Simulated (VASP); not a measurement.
Wanted: the native input for a VASP 6.6.1 run.

```
Task                   : single point
Functional             : PBE
Potentials or basis    : VASP PAW PBE potentials, release 64 (Mg, O)
Cutoff                 : 520 eV
k mesh                 : 3 × 3 × 1
Occupations            : gaussian, width 0.05 eV
Spin                   : no spin polarisation
Dipole correction      : yes
Further INCAR settings : LREAL = Auto; ALGO = Normal; EDIFF = 1e-06; NBANDS = 86
```

The structure of MgO lies in POSCAR:

```
MgO
1.0
    6.0158464379      0.0000000000      0.0000000000
    0.0000000000      6.0158464379      0.0000000000
    0.0000000000      0.0000000000     22.3807687162
Mg O
16 16
Direct
    0.2500000000      0.2500000000      0.3574497418
    0.2500000000      0.7500000000      0.3574497418
    0.7500000000      0.2500000000      0.3574497418
    0.7500000000      0.7500000000      0.3574497418
    0.5000000000      0.5000000000      0.4524832473
    0.5000000000      0.0000000000      0.4524832473
    0.0000000000      0.5000000000      0.4524832473
    0.0000000000      0.0000000000      0.4524832473
    0.7500000000      0.7500000000      0.5477472480
    0.7500000000      0.2500000000      0.5477472480
    0.2500000000      0.7500000000      0.5477472480
    0.2500000000      0.2500000000      0.5477472480
    0.0000000000      0.0000000000      0.6414960515
    0.0000000000      0.5000000000      0.6414960515
    0.5000000000      0.0000000000      0.6414960515
    0.5000000000      0.5000000000      0.6414960515
    0.5000000000      0.5000000000      0.3574497418
    0.5000000000      0.0000000000      0.3574497418
    0.0000000000      0.5000000000      0.3574497418
    0.0000000000      0.0000000000      0.3574497418
    0.7500000000      0.7500000000      0.4524832473
    0.7500000000      0.2500000000      0.4524832473
    0.2500000000      0.7500000000      0.4524832473
    0.2500000000      0.2500000000      0.4524832473
    0.0000000000      0.0000000000      0.5473197686
    0.0000000000      0.5000000000      0.5473197686
    0.5000000000      0.0000000000      0.5473197686
    0.5000000000      0.5000000000      0.5473197686
    0.2500000000      0.2500000000      0.6436652774
    0.2500000000      0.7500000000      0.6436652774
    0.7500000000      0.2500000000      0.6436652774
    0.7500000000      0.7500000000      0.6436652774
```

The input as run:

INCAR

```
SYSTEM = MgO
PREC = Accurate ; ENCUT = 520
EDIFF = 1E-6 ; ISMEAR = 0
SIGMA = 0.05 ; LREAL = Auto
LASPH = .TRUE. ; NELM = 60
ALGO = Normal ; ISIF = 2
LWAVE = .FALSE. ; LCHARG = .TRUE.
LDIPOL = .TRUE. ; IDIPOL = 3
DIPOL = 0.5 0.5 0.500 ; GGA = PE
LELF = .TRUE. ; LVHAR = .TRUE.
LVACPOTAV = .TRUE. ; NBANDS = 86
```

KPOINTS

```
Automatic mesh
0
G
  3 3 1
  0 0 0
```

Potentials or basis: VASP PAW PBE potentials, release 64 (Mg, O).

The run is started by

```console
$ cat potpaw_PBE.64/Mg/POTCAR potpaw_PBE.64/O/POTCAR > POTCAR
$ mpirun -np 1 vasp_std > vasp.out
```

Results of the run:

- Largest force: 0.468 eV/Å
- Band gap on the k mesh: 3.29 eV

It took 7.7 min on 1 thread of Intel(R) Xeon(R) Platinum 8488C (Sapphire Rapids), with other jobs on the host, peak memory 0.78 GiB.
